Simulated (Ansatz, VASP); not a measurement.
Two plane-wave programs on BeTe

POSCAR

```
BeTe
1.0
    0.0000000000      2.7154786804      2.7154786804
    2.7154786804      0.0000000000      2.7154786804
    2.7154786804      2.7154786804      0.0000000000
Be Te
1 1
Direct
    0.0000000000      0.0000000000      0.0000000000
    0.2500000000      0.2500000000      0.2500000000
```

INCAR.step1

```
SYSTEM = BeTe
PREC = Accurate ; ENCUT = 520
EDIFF = 1E-5 ; ISMEAR = 0
SIGMA = 0.01 ; LREAL = .FALSE.
LASPH = .TRUE. ; NELM = 80
ALGO = Normal ; ISIF = 2
LWAVE = .TRUE. ; LCHARG = .FALSE.
GGA = PE ; NBANDS = 11
```

INCAR.step2

```
SYSTEM = BeTe
PREC = Accurate ; ENCUT = 520
EDIFF = 1E-6 ; ISMEAR = 0
SIGMA = 0.01 ; LREAL = .FALSE.
LASPH = .TRUE. ; NELM = 80
ALGO = Normal ; ISIF = 2
LWAVE = .FALSE. ; LCHARG = .FALSE.
GGA = PE ; LHFCALC = .TRUE.
HFSCREEN = 0.2079 ; PRECFOCK = Normal
ISTART = 1 ; NBANDS = 11
```

File KPOINTS:

```
Automatic mesh
0
G
  6 6 6
  0 0 0
```

Input for Ansatz:

```yaml
crystal:
  lattice:
    - [0.0, 2.7154786804, 2.7154786804]
    - [2.7154786804, 0.0, 2.7154786804]
    - [2.7154786804, 2.7154786804, 0.0]
  atoms:
    - { symbol: Be, position: [0.0, 0.0, 0.0] }
    - { symbol: Te, position: [0.25, 0.25, 0.25] }
kpoints:
  mp_grid: { grid: [6, 6, 6] }
  band_path:
    path:
      - [0.0, 0.0, 0.0]
      - [-0.5, -0.5, 0.0]
      - [-0.375, -0.375, 0.25]
      - [-0.375, 0.0, 0.375]
      - [0.0, 0.0, 0.5]
      - [-0.5, -0.25, 0.25]
      - [0.0, 0.5, 0.5]
    npoints: 1
hamiltonian:
  xc: hse06
scf:
  occupations: { method: fixed }
  n_extra_bands: 4
output:
  forces: true
  stress: true
  eigenvalues: true
  write_density: true
  write_potential: true
  elf: true
  volumetric_format: npy
```

Change from the starting cell: hydrostatic strain -4.0%.

Alike in both runs: task single point; functional HSE06; k mesh 6 × 6 × 6; no spin polarisation.

```csv
,VASP,Ansatz
version,VASP 6.6.1,Ansatz 0.2.0
potentials or method,"VASP PAW PBE potentials, release 64 (Be, Te)","plane waves, PAW"
plane-wave cutoff (eV),520,420
occupations,"gaussian, width 0.01 eV",fixed
valence electrons in the cell,8,18
```

|  | VASP | Ansatz | Ansatz less VASP |
| --- | --- | --- | --- |
| gap on the k mesh at the Fermi level (eV) | 2.33 | 2.36 | +0.030 |
| pressure (GPa) | 8.0 | 8.2 | +0.14 |

VASP's potentials hold 8 valence electrons a cell and Ansatz's 18, so a difference there can come from the potentials and not from the codes. Ansatz's warnings: stress exchange threshold loose, stress scf threshold loose.

Spin-orbit coupling is off throughout.
